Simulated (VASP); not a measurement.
# P (Fd-3m) in VASP: notebook

The runs below take P through single point, with r2SCAN.

Program: VASP 6.6.1. These are calculated values, not measurements. Logs are shortened: lines on timing, memory, paths and dates and some standing lists are left out, and cuts for length are marked.

## (1) The cell of the first run

The structure is cubic, space group Fd-3m (No. 227). Conventional cell: a = 5.423 Å, b = 5.423 Å, c = 5.423 Å, α = 90.00°, β = 90.00°, γ = 90.00°. P (site symmetry -43m) has 4 P at 2.35 Å within 3.1 Å.

This isn't the form of P at room conditions, which is orthorhombic.

## (2) Single point, r2SCAN

The input, POSCAR:

```
P
1.0
    0.0000000000      2.7115220075      2.7115220075
    2.7115220075      0.0000000000      2.7115220075
    2.7115220075      2.7115220075      0.0000000000
P
2
Direct
    0.1250000000      0.1250000000      0.1250000000
    0.8750000000      0.8750000000      0.8750000000
```

The input, INCAR.step1:

```
  PREC = Accurate
  ENCUT = 520
  ISMEAR = -1
  SIGMA = 0.1
  LREAL = F
  LASPH = T
  NELM = 60
  NBANDS = 12
  GGA = PE
  ALGO = Normal
  EDIFF = 1E-4
  LWAVE = T
  LCHARG = F
```

The input, INCAR.step2:

```
  PREC = Accurate
  ENCUT = 520
  EDIFF = 1E-6
  ISMEAR = -1
  SIGMA = 0.1
  LREAL = F
  LASPH = T
  NELM = 60
  ALGO = Normal
  ISIF = 2
  LWAVE = F
  LCHARG = F
  METAGGA = R2SCAN
  LMIXTAU = T
  NBANDS = 12
  ISTART = 1
```

The input, KPOINTS:

```
Automatic mesh
0
Gamma
  10 10 10
```

Potentials or basis: VASP PAW PBE potentials, release 64 (P).

On the command line:

```console
> cat potpaw_PBE.64/P/POTCAR > POTCAR
> cp INCAR.step1 INCAR
> mpirun -np 1 vasp_std > vasp.out
> cp INCAR.step2 INCAR
> mpirun -np 1 vasp_std > vasp.out
```

OUTCAR:

```text
PREC = Accurate
   ENCUT = 520
   EDIFF = 1E-6
   ISMEAR = -1
   LREAL = F
   LASPH = T
   NELM = 60
   ISIF = 2
   METAGGA = R2SCAN
   ISTART = 1

 ion  position               nearest neighbor table
   1  0.125  0.125  0.125-   2 2.35   2 2.35   2 2.35   2 2.35
   2  0.875  0.875  0.875-   1 2.35   1 2.35   1 2.35   1 2.35

  LATTYP: Found a face centered cubic cell.
 ALAT       =     5.4230440150

  Lattice vectors:

 A1 = (   0.0000000000,   2.7115220075,   2.7115220075)
 A2 = (   2.7115220075,   0.0000000000,   2.7115220075)
 A3 = (   2.7115220075,   2.7115220075,   0.0000000000)

Analysis of symmetry for initial positions (statically):
=====================================================================
 Subroutine PRICEL returns:
 Original cell was already a primitive cell.

 Routine SETGRP: Setting up the symmetry group for a
 face centered cubic supercell.

 Subroutine GETGRP returns: Found 48 space group operations
 (whereof 12 operations were pure point group operations)
 out of a pool of 48 trial point group operations.

The static configuration has the point symmetry D_3d.
 The point group associated with its full space group is O_h .

Analysis of symmetry for dynamics (positions and initial velocities):
=====================================================================
 Subroutine PRICEL returns:
 Original cell was already a primitive cell.

 Routine SETGRP: Setting up the symmetry group for a
 face centered cubic supercell.

 Subroutine GETGRP returns: Found 48 space group operations
 (whereof 12 operations were pure point group operations)
 out of a pool of 48 trial point group operations.

The dynamic configuration has the point symmetry D_3d.
 The point group associated with its full space group is O_h .

 Subroutine INISYM returns: Found 48 space group operations
 (whereof 12 operations are pure point group operations),
 and found     1 'primitive' translations

----------------------------------------------------------------------------------------

                                     Primitive cell

  volume of cell :      39.8721

  direct lattice vectors                    reciprocal lattice vectors
     0.000000000  2.711522008  2.711522008    -0.184398282  0.184398282  0.184398282
     2.711522008  0.000000000  2.711522008     0.184398282 -0.184398282  0.184398282
     2.711522008  2.711522008  0.000000000     0.184398282  0.184398282 -0.184398282

  length of vectors
[... 84 lines left out ...]
   EDIFFG = 0.1E-04   stopping-criterion for IOM
   NSW    =      0    number of steps for IOM
   IBRION =     -1    ionic relax: 0-MD 1-quasi-New 2-CG
   NFREE  =      0    steps in history (QN), initial steepest desc. (CG)
   ISIF   =      2    stress and relaxation
   ISYM   =      2    0-nonsym 1-usesym 2-fastsym
   POTIM  = 0.5000    time-step for ionic-motion
   TEBEG  =    0.0;   TEEND  =   0.0 temperature during run
   PSTRESS=    0.0 pullay stress
   NELECT =      10.0000    total number of electrons
   NUPDOWN=      -1.0000    fix difference up-down
   EMIN   =  10.00;   EMAX   =-10.00  energy-range for DOS
   EFERMI =   0.00;   METHOD = LEGACY
   ISMEAR =    -1;   SIGMA  =   0.10  broadening in eV -4-tet -1-fermi 0-gaus
   EFERMI_NEDOS =   21; number of points for ismear=-14 and -15
   IALGO  =     38    algorithm
   IMIX   =      4    mixing-type and parameters
     AMIX     =   0.40;   BMIX     =  1.00
     AMIX_MAG =   1.60;   BMIX_MAG =  1.00
  volume/ion in A,a.u.               =      19.94       134.54
  Fermi-wavevector in a.u.,A,eV,Ry     =   1.032409  1.950970 14.502014  1.065868
  Thomas-Fermi vector in A             =   2.166605
   LORBIT       =      0    0 simple, 1 ext, 2 COOP (PROOUT), +10 PAW based schemes
   METAGGA = R2SCAN    functional components
   LHFCALC =     F    Hartree Fock is set to
   AEXX    =    0.0000 exact exchange contribution
   IVDW    =     0    specifies the selected vdW correction
   LEPSILON=     F    determine dielectric tensor
   LRPA    =     F    only Hartree local field effects (RPA)
 non-spin polarized calculation
  energy-cutoff  :      520.00
  volume of cell :       39.87
 maximum number of plane-waves:      1090
 NGX is ok and might be reduce to    30
   NGX = 15   NGY = 15   NGZ = 15

 number of electron      10.0000001 magnetization

 Free energy of the ion-electron system (eV)
  ---------------------------------------------------
  ext. energy  EPLUGINS =         0.00000000
  ---------------------------------------------------
  free energy    TOTEN  =       -16.63922898 eV

  energy without entropy =      -16.59762344  energy(sigma->0) =      -16.61842621

 E-fermi :   6.2865     XC(G=0): -10.1601

 val. band max:        6.2631552230   @ k =  -0.3000   0.3000   0.1000
 cond. band min:       6.3010819807   @ k =   0.0000   0.0000   0.0000
 fundamental gap:      0.0379267577
 Fermi energy:         6.2864683757

 k-point     1 :       0.0000    0.0000    0.0000
  band No.  band energies     occupation
      1      -9.8275      2.00000
      2       2.8962      2.00000
      3       2.8962      2.00000
      4       2.8962      2.00000
      5       3.1383      2.00000
      6       6.3011      0.92706
      7       6.3011      0.92706
      8       6.3011      0.92706
      9      12.9251      0.00000
     10      13.4033      0.00000
     11      13.4033      0.00000
     12      17.1719      0.00000
[... 331 lines left out ...]
 k-point    24 :       0.4000    0.3000    0.0000
  band No.  band energies     occupation
      1      -7.8047      2.00000
      2      -3.6537      2.00000
      3       0.4886      2.00000
      4       0.7764      2.00000
      5       5.2105      1.99996
      6       6.3406      0.73597
      7      10.2788      0.00000
      8      10.5972      0.00000
      9      13.3666      0.00000
     10      16.0277      0.00000
     11      16.3424      0.00000
     12      17.7747      0.00000

 [... further k-points ...]
[... 5 lines left out ...]
  --------------------------------------------------------------------------------------
  -------------------------------------------------------------------------------------
  Total       -0.0405697     -0.0405697     -0.0405697     -0.0000000     -0.0000000     -0.0000000
  in kB       -1.6302078     -1.6302078     -1.6302078     -0.0000000     -0.0000000     -0.0000000
  external PRESSURE =      -1.6302078 kB  Pullay stress =       0.0000000 kB

 VOLUME and BASIS-vectors are now :
 -----------------------------------------------------------------------------
  energy-cutoff  :      520.00
  volume of cell :       39.87
      direct lattice vectors                 reciprocal lattice vectors
     0.000000000  2.711522008  2.711522008    -0.184398282  0.184398282  0.184398282
     2.711522008  0.000000000  2.711522008     0.184398282 -0.184398282  0.184398282
     2.711522008  2.711522008  0.000000000     0.184398282  0.184398282 -0.184398282

 POSITION                                       TOTAL-FORCE (eV/Angst)
 -----------------------------------------------------------------------------------
      0.67788      0.67788      0.67788        -0.000000      0.000000     -0.000000
      4.74516      4.74516      4.74516         0.000000     -0.000000      0.000000
 -----------------------------------------------------------------------------------
    total drift:                               -0.000000      0.000000      0.000000

  FREE ENERGIE OF THE ION-ELECTRON SYSTEM (eV)
  ---------------------------------------------------
  free  energy   TOTEN  =       -16.6392289837 eV

  energy  without entropy=      -16.5976234398  energy(sigma->0) =      -16.61842621
```

OSZICAR.step1:

```text
N       E                     dE             d eps       ncg     rms          rms(c)
DAV:   1     0.191213658568E+02    0.19121E+02   -0.42721E+03  1128   0.701E+02
DAV:   2    -0.851438836133E+01   -0.27636E+02   -0.26397E+02  1548   0.104E+02
DAV:   3    -0.970881848345E+01   -0.11944E+01   -0.11782E+01  1508   0.205E+01
DAV:   4    -0.971885535631E+01   -0.10037E-01   -0.10034E-01  1344   0.225E+00
DAV:   5    -0.971897951108E+01   -0.12415E-03   -0.12415E-03  1464   0.240E-01    0.773E+00
DAV:   6    -0.967986240285E+01    0.39117E-01   -0.14256E-02  1316   0.601E-01    0.460E+00
DAV:   7    -0.965965511707E+01    0.20207E-01   -0.28197E-02  1368   0.887E-01    0.829E-02
DAV:   8    -0.965961685335E+01    0.38264E-04   -0.16907E-03  1324   0.246E-01    0.332E-02
DAV:   9    -0.965962258986E+01   -0.57365E-05   -0.28426E-05   828   0.389E-02
   1 F= -.96596226E+01 E0= -.96382890E+01  d E =-.426672E-01
```

It took 39 s on 1 thread of Intel Xeon 6975P-C (Granite Rapids), shared host; peak memory 0.16 GiB.

What came out:

- Free energy: -16.6392 eV
- Pressure: -0.2 GPa
- Band gap on the k mesh: zero (bands 5 and 6 overlap by 2.30 eV)

Caveat: the PAW data sets were made with another functional, which shifts forces and pressure a little.

## (3) Single point, r2SCAN (17.54 Å³/atom)

This run uses another cell than the first one, of 17.54 Å³/atom.

The input, POSCAR:

```
P
1.0
    0.0000000000      2.5984080779      2.5984080779
    2.5984080779      0.0000000000      2.5984080779
    2.5984080779      2.5984080779      0.0000000000
P
2
Direct
    0.1250000000      0.1250000000      0.1250000000
    0.8750000000      0.8750000000      0.8750000000
```

The input, INCAR.step1:

```
SYSTEM = P
  PREC = Accurate
  ENCUT = 520
  ISMEAR = -1
  SIGMA = 0.1
  LREAL = .FALSE.
  LASPH = .TRUE.
  NELM = 80
  NBANDS = 12
  GGA = PE
  ALGO = Normal
  EDIFF = 1E-4
  LWAVE = .TRUE.
  LCHARG = .FALSE.
```

The input, INCAR.step2:

```
SYSTEM = P
  PREC = Accurate
  ENCUT = 520
  EDIFF = 1E-6
  ISMEAR = -1
  SIGMA = 0.1
  LREAL = .FALSE.
  LASPH = .TRUE.
  NELM = 80
  ALGO = Normal
  ISIF = 2
  LWAVE = .FALSE.
  LCHARG = .FALSE.
  METAGGA = R2SCAN
  LMIXTAU = .TRUE.
  NBANDS = 12
  ISTART = 1
```

The input, KPOINTS:

```
regular mesh
0
G
  11 11 11
  0 0 0
```

Potentials or basis: VASP PAW PBE potentials, release 64 (P).

On the command line:

```console
> cat potpaw_PBE.64/P/POTCAR > POTCAR
> cp INCAR.step1 INCAR
> mpirun -np 1 vasp_std > vasp.out
> cp INCAR.step2 INCAR
> mpirun -np 1 vasp_std > vasp.out
```

It took 33 s on 1 thread of Intel Xeon 6975P-C (Granite Rapids), shared host; peak memory 0.15 GiB.

The run converged. Its results:

- Free energy: -16.5512 eV
- Pressure: 7.2 GPa
- Band gap on the k mesh: zero (bands 5 and 6 overlap by 2.30 eV)

Levels at points of the mesh, in eV from the Fermi level:
| k point | band 2 | band 3 | band 4 | band 5 | band 6 | band 7 | band 8 | band 9 |
| --- | --- | --- | --- | --- | --- | --- | --- | --- |
| (0.00, 0.00, 0.00) | -3.89 | -3.89 | -3.89 | -2.01 | -0.30 | -0.30 | -0.30 | 6.77 |

Caveat: the cell stands under pressure; the PAW data sets were made with another functional, which shifts forces and pressure a little.

The gap in the log of VASP goes by the Fermi energy; the results here count the filled bands.